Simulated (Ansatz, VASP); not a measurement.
**One calculation of In, two programs**

```
CELL_PARAMETERS angstrom
0.00000 3.43512 3.43512
3.43512 0.00000 3.43512
3.43512 3.43512 0.00000
ATOMIC_POSITIONS crystal
In 0.12500 0.12500 0.12500
In 0.87500 0.87500 0.87500
```

Alike in both runs: functional RPBE; k mesh 8 × 8 × 8; occupations fermi-dirac, width 0.1 eV; no spin polarisation.

Ansatz relaxed the structure, and its values are those at the end. VASP's run is a single point on that final structure, the one shown.

```csv
,VASP,Ansatz
version,VASP 6.6.1,Ansatz 0.2.0
potentials or method,"VASP PAW PBE potentials, release 64 (In_d), cutoff 520 eV","plane waves (420 eV) with PAW, scalar-relativistic"
valence electrons in the cell,26,26
```

```tsv
	VASP	Ansatz	Ansatz less VASP
pressure (GPa)	0.0	0.0	+0.02
```

VASP's potentials were made for PBE, not for RPBE.
